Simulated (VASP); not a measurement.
# Hf (P6_3/mmc) in VASP: notebook

Aim: see how the results for Hf move with the level of theory and the settings. Levels: revPBE+D3(BJ), PBE+D3(BJ), PBE. Tasks: single point, relaxation of cell and atoms.

All numbers are computed with VASP 6.6.1; they aren't measurements. Logs are shortened: lines on timing, memory, paths and dates and some standing lists are left out, and cuts for length are marked.

## 1. The cell of the first run

It takes space group P6_3/mmc (No. 194, hexagonal). The conventional cell has a = 3.166 Å, b = 3.166 Å, c = 5.004 Å, α = 90.00°, β = 90.00°, γ = 120.00°. Within 4.1 Å of Hf (site symmetry -6m2) lie 12 Hf at 3.10 to 3.17 Å.

## 2. Single point, revPBE+D3(BJ)

Input file INCAR:

```
SYSTEM = Hf
ALGO = Normal
EDIFF = 1E-6
ENCUT = 520
GGA = RE
ISIF = 2
ISMEAR = -1
IVDW = 12
LASPH = .TRUE.
LCHARG = .FALSE.
LREAL = .FALSE.
LWAVE = .FALSE.
NBANDS = 17
NELM = 100
PREC = Accurate
SIGMA = 0.05
```

Input file KPOINTS:

```
k-points
0
G
  10 10 5
  0 0 0
```

Input file POSCAR:

```
Hf
1.0
    3.1662590078      0.0000000000      0.0000000000
   -1.5831295039      2.7420607357      0.0000000000
    0.0000000000      0.0000000000      5.0040917809
Hf
2
Direct
    0.6666666667      0.3333333333      0.7500000000
    0.3333333333      0.6666666667      0.2500000000
```

Potentials or basis: VASP PAW PBE potentials, release 64 (Hf_pv).

Command:

```sh
> cat potpaw_PBE.64/Hf_pv/POTCAR > POTCAR
> mpirun -np 1 vasp_std > vasp.out
```

OUTCAR:

```text
SYSTEM = Hf
   EDIFF = 1E-6
   ENCUT = 520
   GGA = RE
   ISIF = 2
   ISMEAR = -1
   IVDW = 12
   LASPH = .TRUE.
   LREAL = .FALSE.
   NELM = 100
   PREC = Accurate
 IVDW          = 12

 ion  position               nearest neighbor table
   1  0.667  0.333  0.750-   2 3.10   2 3.10   2 3.10   2 3.10   2 3.10   2 3.10
   2  0.333  0.667  0.250-   1 3.10   1 3.10   1 3.10   1 3.10   1 3.10   1 3.10

  LATTYP: Found a hexagonal cell.
 ALAT       =     3.1662590078
 C/A-ratio  =     1.5804429671

  Lattice vectors:

 A1 = (   3.1662590078,   0.0000000000,   0.0000000000)
 A2 = (  -1.5831295039,   2.7420607357,   0.0000000000)
 A3 = (   0.0000000000,   0.0000000000,   5.0040917809)

Analysis of symmetry for initial positions (statically):
=====================================================================
 Subroutine PRICEL returns:
 Original cell was already a primitive cell.

 Routine SETGRP: Setting up the symmetry group for a
 hexagonal supercell.

 Subroutine GETGRP returns: Found 24 space group operations
 (whereof 12 operations were pure point group operations)
 out of a pool of 24 trial point group operations.

The static configuration has the point symmetry D_3d.
 The point group associated with its full space group is D_6h.

Analysis of symmetry for dynamics (positions and initial velocities):
=====================================================================
 Subroutine PRICEL returns:
 Original cell was already a primitive cell.

 Routine SETGRP: Setting up the symmetry group for a
 hexagonal supercell.

 Subroutine GETGRP returns: Found 24 space group operations
 (whereof 12 operations were pure point group operations)
 out of a pool of 24 trial point group operations.

The dynamic configuration has the point symmetry D_3d.
 The point group associated with its full space group is D_6h.

 Subroutine INISYM returns: Found 24 space group operations
 (whereof 12 operations are pure point group operations),
 and found     1 'primitive' translations

----------------------------------------------------------------------------------------

                                     Primitive cell

  volume of cell :      43.4459

  direct lattice vectors                    reciprocal lattice vectors
     3.166259008  0.000000000  0.000000000     0.315830132  0.182344612  0.000000000
    -1.583129504  2.742060736  0.000000000     0.000000000  0.364689223  0.000000000
     0.000000000  0.000000000  5.004091781     0.000000000  0.000000000  0.199836463

  length of vectors
     3.166259008  3.166259008  5.004091781     0.364689223  0.364689223  0.199836463

  position of ions in fractional coordinates (direct lattice)
     0.666666667  0.333333333  0.750000000
     0.333333333  0.666666667  0.250000000

  ion indices of the primitive-cell ions
   primitive index   ion index
                 1           1
                 2           2

----------------------------------------------------------------------------------------

 KPOINTS: k-points

Automatic generation of k-mesh.
 Grid dimensions read from file:
 generate k-points for:   10   10    5

 Generating k-lattice:

  Cartesian coordinates                     Fractional coordinates (reciprocal lattice)
     0.031583013  0.018234461  0.000000000     0.100000000  0.000000000  0.000000000
     0.000000000  0.036468922  0.000000000     0.000000000  0.100000000  0.000000000
     0.000000000  0.000000000  0.039967293     0.000000000  0.000000000  0.200000000

  Length of vectors
     0.036468922  0.036468922  0.039967293

  Shift w.r.t. Gamma in fractional coordinates (k-lattice)
     0.000000000  0.000000000  0.000000000

 Subroutine IBZKPT returns following result:
 ===========================================

 Found     42 irreducible k-points:

 Following reciprocal coordinates:
            Coordinates               Weight
  0.000000  0.000000  0.000000      1.000000
  0.100000 -0.000000  0.000000      6.000000
  0.200000 -0.000000  0.000000      6.000000
  0.300000  0.000000  0.000000      6.000000
  0.400000  0.000000  0.000000      6.000000
  0.500000  0.000000  0.000000      3.000000
[... 16 lines left out ...]
  0.300000  0.100000  0.200000     24.000000
  0.400000  0.100000  0.200000     24.000000
 [... further k-points ...]
   k-points           NKPTS =     42   k-points in BZ     NKDIM =     42   number of bands    NBANDS=     17
   number of dos      NEDOS =    301   number of ions     NIONS =      2
   total plane-waves  NPLWV =  23040
   dimension x,y,z NGX =    24 NGY =   24 NGZ =   40
   dimension x,y,z NGXF=    48 NGYF=   48 NGZF=   80
   ions per type =               2
   NGX,Y,Z   is equivalent  to a cutoff of  12.60, 12.60, 13.29 a.u.
   NGXF,Y,Z  is equivalent  to a cutoff of  25.20, 25.20, 26.58 a.u.
 SYSTEM =  Hf
   PREC   = accura    normal or accurate (medium, high low for compatibility)
   ISTART =      0    job   : 0-new  1-cont  2-samecut
   ICHARG =      2    charge: 1-file 2-atom 10-const
   ISPIN  =      1    spin polarized calculation?
   LNONCOLLINEAR =      F non collinear calculations
   LSORBIT =      F    spin-orbit coupling
   LASPH  =      T    aspherical Exc in radial PAW
   ENCUT  =  520.0 eV  38.22 Ry    6.18 a.u.   5.89  5.89  9.30*2*pi/ulx,y,z
   NELM   =    100;   NELMIN=  2; NELMDL= -5     # of ELM steps
   EDIFF  = 0.1E-05   stopping-criterion for ELM
   LREAL  =      F    real-space projection
   EDIFFG = 0.1E-04   stopping-criterion for IOM
   NSW    =      0    number of steps for IOM
   IBRION =     -1    ionic relax: 0-MD 1-quasi-New 2-CG
   NFREE  =      0    steps in history (QN), initial steepest desc. (CG)
   ISIF   =      2    stress and relaxation
   ISYM   =      2    0-nonsym 1-usesym 2-fastsym
   POTIM  = 0.5000    time-step for ionic-motion
   TEBEG  =    0.0;   TEEND  =   0.0 temperature during run
   PSTRESS=    0.0 pullay stress
   NELECT =      20.0000    total number of electrons
   NUPDOWN=      -1.0000    fix difference up-down
   EMIN   =  10.00;   EMAX   =-10.00  energy-range for DOS
   EFERMI =   0.00;   METHOD = LEGACY
   ISMEAR =    -1;   SIGMA  =   0.05  broadening in eV -4-tet -1-fermi 0-gaus
   EFERMI_NEDOS =   21; number of points for ismear=-14 and -15
   IALGO  =     38    algorithm
   IMIX   =      4    mixing-type and parameters
     AMIX     =   0.40;   BMIX     =  1.00
     AMIX_MAG =   1.60;   BMIX_MAG =  1.00
  volume/ion in A,a.u.               =      21.72       146.59
  Fermi-wavevector in a.u.,A,eV,Ry     =   1.264063  2.388732 21.740126  1.597854
  Thomas-Fermi vector in A             =   2.397387
   LORBIT       =      0    0 simple, 1 ext, 2 COOP (PROOUT), +10 PAW based schemes
   GGA     = RE    functional components
   LHFCALC =     F    Hartree Fock is set to
   AEXX    =    0.0000 exact exchange contribution
   IVDW    =    12    specifies the selected vdW correction
   LEPSILON=     F    determine dielectric tensor
   LRPA    =     F    only Hartree local field effects (RPA)
 non-spin polarized calculation
  energy-cutoff  :      520.00
  volume of cell :       43.45
 maximum number of plane-waves:      1184
 NGX is ok and might be reduce to    24
   NGX = 11   NGY = 11   NGZ = 19

 number of electron      19.9999997 magnetization

 Free energy of the ion-electron system (eV)
  ---------------------------------------------------
  ext. energy  EPLUGINS =         0.00000000
  ---------------------------------------------------
  free energy    TOTEN  =       -19.13975264 eV

  energy without entropy =      -19.12990630  energy(sigma->0) =      -19.13482947

 E-fermi :   5.1824     XC(G=0): -11.3723

 val. band max:        5.1723640266   @ k =   0.3000   0.3000   0.4000
 cond. band min:       5.3345156178   @ k =   0.2000   0.2000   0.4000
 fundamental gap:      0.1621515913
 Fermi energy:         5.1824118888

 k-point     1 :       0.0000    0.0000    0.0000
  band No.  band energies     occupation
      1     -25.8801      2.00000
      2     -25.0622      2.00000
      3     -25.0622      2.00000
      4     -24.9259      2.00000
      5     -24.9220      2.00000
      6     -24.9220      2.00000
[... 9 lines left out ...]
     16       7.9150      0.00000
     17      10.7095      0.00000

 k-point     2 :       0.1000   -0.0000    0.0000
  band No.  band energies     occupation
      1     -25.8518      2.00000
      2     -25.1221      2.00000
      3     -25.0822      2.00000
      4     -24.9851      2.00000
      5     -24.9391      2.00000
      6     -24.9299      2.00000
[... 9 lines left out ...]
     16       7.6282      0.00000
     17      10.9438      0.00000

 k-point     3 :       0.2000   -0.0000    0.0000
  band No.  band energies     occupation
      1     -25.7725      2.00000
      2     -25.2791      2.00000
      3     -25.1442      2.00000
      4     -25.1324      2.00000
      5     -24.9786      2.00000
      6     -24.9526      2.00000
[... 9 lines left out ...]
     16       8.3450      0.00000
     17      11.3700      0.00000

 k-point     4 :       0.3000    0.0000    0.0000
  band No.  band energies     occupation
      1     -25.6584      2.00000
      2     -25.4729      2.00000
      3     -25.3297      2.00000
      4     -25.1914      2.00000
      5     -25.0433      2.00000
      6     -24.9830      2.00000
[... 9 lines left out ...]
     16       9.5555      0.00000
     17      11.6964      0.00000
[... 343 lines left out ...]
      1     -25.6810      2.00000
      2     -25.3627      2.00000
      3     -25.3027      2.00000
      4     -25.1625      2.00000
      5     -25.0257      2.00000
      6     -25.0051      2.00000
[... 9 lines left out ...]
     16       9.3479      0.00000
     17      11.2309      0.00000

 k-point    23 :       0.3000    0.1000    0.2000
  band No.  band energies     occupation
      1     -25.6698      2.00000
      2     -25.5093      2.00000
      3     -25.3792      2.00000
      4     -25.2249      2.00000
      5     -25.0857      2.00000
      6     -25.0399      2.00000
[... 9 lines left out ...]
     16      10.2820      0.00000
     17      11.5507      0.00000

 k-point    24 :       0.4000    0.1000    0.2000
  band No.  band energies     occupation
      1     -25.7202      2.00000
      2     -25.5799      2.00000
      3     -25.3779      2.00000
      4     -25.2474      2.00000
      5     -25.1424      2.00000
      6     -25.0646      2.00000
[... 9 lines left out ...]
     16      11.3493      0.00000
     17      12.2015      0.00000

 [... further k-points ...]

------------------------ aborting loop because EDIFF is reached ----------------------------------------

 Edisp (eV)   -1.62249

 E8    (eV) :    -1.2378

  FORCE on cell =-STRESS in cart. coord.  units (eV):
  Direction    XX          YY          ZZ          XY          YZ          ZX
  --------------------------------------------------------------------------------------
  -------------------------------------------------------------------------------------
  Total      -0.12492    -0.12492    -0.15432    -0.00000     0.00000     0.00000
  in kB      -4.60657    -4.60657    -5.69093    -0.00000     0.00000     0.00000
  external pressure =       -4.97 kB  Pullay stress =        0.00 kB

 VOLUME and BASIS-vectors are now :
 -----------------------------------------------------------------------------
  energy-cutoff  :      520.00
  volume of cell :       43.45
      direct lattice vectors                 reciprocal lattice vectors
     3.166259008  0.000000000  0.000000000     0.315830132  0.182344612  0.000000000
    -1.583129504  2.742060736  0.000000000     0.000000000  0.364689223  0.000000000
     0.000000000  0.000000000  5.004091781     0.000000000  0.000000000  0.199836463

 POSITION                                       TOTAL-FORCE (eV/Angst)
 -----------------------------------------------------------------------------------
      1.58313      0.91402      3.75307         0.000000      0.000000      0.000000
     -0.00000      1.82804      1.25102        -0.000000     -0.000000      0.000000
 -----------------------------------------------------------------------------------
    total drift:                                0.000000     -0.000000      0.000000

  FREE ENERGIE OF THE ION-ELECTRON SYSTEM (eV)
  ---------------------------------------------------
  free  energy   TOTEN  =       -20.7622397556 eV

  energy  without entropy=      -20.7523934177  energy(sigma->0) =      -20.75731659
```

It took 9.3 s on 1 thread of Intel Xeon 6975P-C (Granite Rapids), shared host; peak memory 0.17 GiB.

What came out:

```
Free energy                : -20.7622 eV
Pressure                   : -0.5 GPa
Band gap on the k mesh     : zero (band 10 reaches 6.40 eV, above the bottom of band 11 at 4.87 eV)
Dispersion energy per atom : -0.811 eV
```

Caveat: the PAW data sets were made with another functional, which shifts forces and pressure a little; spin-orbit coupling is left out, which moves the levels of the heavy elements; pairwise dispersion overbinds metals, which lowers pressure and volume.

## 3. Single point, PBE+D3(BJ)

This run uses another cell than the first one, of 21.81 Å³/atom, 1.004 times its volume.

Input file INCAR:

```
SYSTEM = Hf
PREC = Accurate
ENCUT = 520
EDIFF = 1E-6
ISMEAR = -1
SIGMA = 0.05
LREAL = .FALSE.
LASPH = .TRUE.
NELM = 80
ALGO = Normal
ISIF = 2
LWAVE = .FALSE.
LCHARG = .FALSE.
GGA = PE
IVDW = 12
NBANDS = 17
```

Input file KPOINTS:

```
Automatic mesh
0
G
  10 10 5
  0 0 0
```

Input file POSCAR:

```
Hf
1.0
    3.1709813160      0.0000000000      0.0000000000
   -1.5854906580      2.7461503746      0.0000000000
    0.0000000000      0.0000000000      5.0101301577
Hf
2
Direct
    0.6666666667      0.3333333333      0.7500000000
    0.3333333333      0.6666666667      0.2500000000
```

Potentials or basis: VASP PAW PBE potentials, release 64 (Hf_pv).

Command:

```sh
> cat potpaw_PBE.64/Hf_pv/POTCAR > POTCAR
> mpirun -np 1 vasp_std > vasp.out
```

It took 8.8 s on 1 thread of Intel Xeon 6975P-C (Granite Rapids), shared host; peak memory 0.18 GiB.

The run converged. Its results:

* Free energy: -20.7683 eV
* Pressure: -0.5 GPa
* Band gap on the k mesh: zero (band 10 reaches 6.28 eV, above the bottom of band 11 at 4.76 eV)
* Dispersion energy per atom: -0.462 eV

Stress tensor (GPa, compression positive):
```
-0.42  0.00  0.00
 0.00 -0.42  0.00
 0.00  0.00 -0.53
```

Levels at points of the mesh, in eV from the Fermi level:
| k point | band 7 | band 8 | band 9 | band 10 | band 11 | band 12 | band 13 | band 14 |
| --- | --- | --- | --- | --- | --- | --- | --- | --- |
| (0.00, 0.00, 0.00) | -7.45 | -3.77 | 0.76 | 1.20 | 1.20 | 1.51 | 2.06 | 2.06 |
| (0.50, 0.00, 0.00) | -3.38 | -2.82 | -2.29 | -0.75 | 0.80 | 0.93 | 1.76 | 6.07 |

Caveat: spin-orbit coupling is left out, which moves the levels of the heavy elements; pairwise dispersion overbinds metals, which lowers pressure and volume.

## 4. Single point, PBE

This run uses another cell than the first one, of 22.38 Å³/atom, 1.030 times its volume.

Input file INCAR:

```
PREC = Accurate ; ENCUT = 520
EDIFF = 1E-6 ; ISMEAR = 0
SIGMA = 0.02 ; LREAL = F
LASPH = T ; NELM = 80
ALGO = Normal ; ISIF = 2
LWAVE = F ; LCHARG = F
GGA = PE ; NBANDS = 17
```

Input file KPOINTS:

```
regular mesh
0
Gamma
  10 10 5
```

Input file POSCAR:

```
Hf
1.0
    3.1967000000      0.0000000000      0.0000000000
   -1.5983500000      2.7684234083      0.0000000000
    0.0000000000      0.0000000000      5.0578000000
Hf
2
Direct
    0.6666666667      0.3333333333      0.7500000000
    0.3333333333      0.6666666667      0.2500000000
```

Command:

```sh
> cat potpaw_PBE.64/Hf_pv/POTCAR > POTCAR
> mpirun -np 1 vasp_std > vasp.out
```

Wall time 9 s (1 thread of Intel Xeon 6975P-C (Granite Rapids), shared host); peak memory 0.17 GiB.

It converged, with:

| Item | Value |
| --- | --- |
| Free energy | -19.8496 eV |
| Pressure | 0.2 GPa |
| Band gap on the k mesh | zero (band 10 reaches 6.10 eV, above the bottom of band 11 at 4.60 eV) |

Stress tensor (GPa, compression positive):
```
 0.30  0.00  0.00
 0.00  0.30  0.00
 0.00  0.00 -0.04
```

Levels at points of the mesh, in eV from the Fermi level:
```tsv
k point	band 6	band 7	band 8	band 9	band 10	band 11	band 12	band 13	band 14	band 15
(0.00, 0.00, 0.00)	-30.18	-7.36	-3.69	0.66	1.20	1.20	1.48	2.02	2.02	2.66
(0.50, 0.00, 0.00)	-30.27	-3.33	-2.73	-2.21	-0.78	0.81	0.89	1.70	5.91	6.42
```

Caveat: spin-orbit coupling is left out, which moves the levels of the heavy elements.

[end of part 1 of 2]
